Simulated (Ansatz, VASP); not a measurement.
# Al2O3 in VASP and in Ansatz

The input INCAR:

```
SYSTEM = Al2O3
PREC     = Accurate       ! precision mode
ENCUT    = 520            ! plane-wave cutoff, eV
EDIFF    = 1E-7           ! SCF threshold, eV
ISMEAR   = 0              ! smearing method
SIGMA    = 0.05           ! smearing width, eV
LREAL    = .False.        ! projectors in reciprocal space
LASPH    = .True.         ! aspherical terms in the spheres
NELM     = 60             ! most SCF steps
ALGO     = Normal         ! electronic algorithm
ISIF     = 2              ! what is computed and relaxed
LWAVE    = .False.        ! write WAVECAR
LCHARG   = .False.        ! write CHGCAR
GGA      = PE             ! functional
IVDW     = 12             ! dispersion correction
NBANDS   = 20             ! bands
```

The input KPOINTS:

```
Automatic mesh
0
Gamma
  9 9 4
  0 0 0
```

POSCAR

```
Al2O3
1.0
    2.9532000000      0.0000000000      0.0000000000
   -1.4766000000      2.5575462224      0.0000000000
    0.0000000000      0.0000000000      7.0774000000
Al O
2 3
Direct
    0.0000000000      0.0000000000      0.1907358529
    0.0000000000      0.0000000000      0.8092641471
    0.3333333333      0.6666666667      0.2840924954
    0.6666666667      0.3333333333      0.0000000000
    0.3333333333      0.6666666667      0.7159075046
```

Input for Ansatz:

```yaml
crystal:
  lattice:
    - [2.9532, 0.0, 0.0]
    - [-1.4766, 2.5575462224, 0.0]
    - [0.0, 0.0, 7.0774]
  atoms:
    - { symbol: Al, position: [0.0, 0.0, 0.1907358529] }
    - { symbol: Al, position: [0.0, 0.0, 0.8092641471] }
    - { symbol: O, position: [0.3333333333, 0.6666666667, 0.2840924954] }
    - { symbol: O, position: [0.6666666667, 0.3333333333, 0.0] }
    - { symbol: O, position: [0.3333333333, 0.6666666667, 0.7159075046] }
basis:
  ecutwfc: 520.0
kpoints:
  mp_grid: { grid: [9, 9, 4] }
hamiltonian:
  xc: pbe
  pseudopotentials: { kind: paw, azcp: { folder: soft_1 } }
  dispersion: d3bj
scf:
  occupations: { method: gaussian, width: 0.05 }
output:
  forces: true
  stress: true
  eigenvalues: true
```

Alike in both runs: task single point; functional PBE; dispersion D3(BJ); k mesh 9 × 9 × 4; occupations gaussian, width 0.05 eV; no spin polarisation.

|  | VASP | Ansatz |
| --- | --- | --- |
| version | VASP 6.6.1 | Ansatz 0.2.0 |
| potentials or method | VASP PAW PBE potentials, release 64 (Al, O), cutoff 520 eV | scalar-relativistic, plane waves, PAW |
| valence electrons in the cell | 24 | 24 |

|  | VASP | Ansatz | Ansatz less VASP |
| --- | --- | --- | --- |
| gap on the k mesh at the Fermi level (eV) | 3.65 | 3.67 | +0.022 |
| least direct gap on the mesh (eV) | 3.73 | 3.76 | +0.021 |
| pressure (GPa) | -8.0 | -8.0 | +0.01 |
| traceless stress, the component that is largest in VASP (GPa) | 13.38 | 13.61 | +0.228 |
| rms of the force components (eV/Å) | 0.360 | 0.346 | -0.0135 |

Atom by atom the forces differ by 0.015 eV/Å (rms over components).
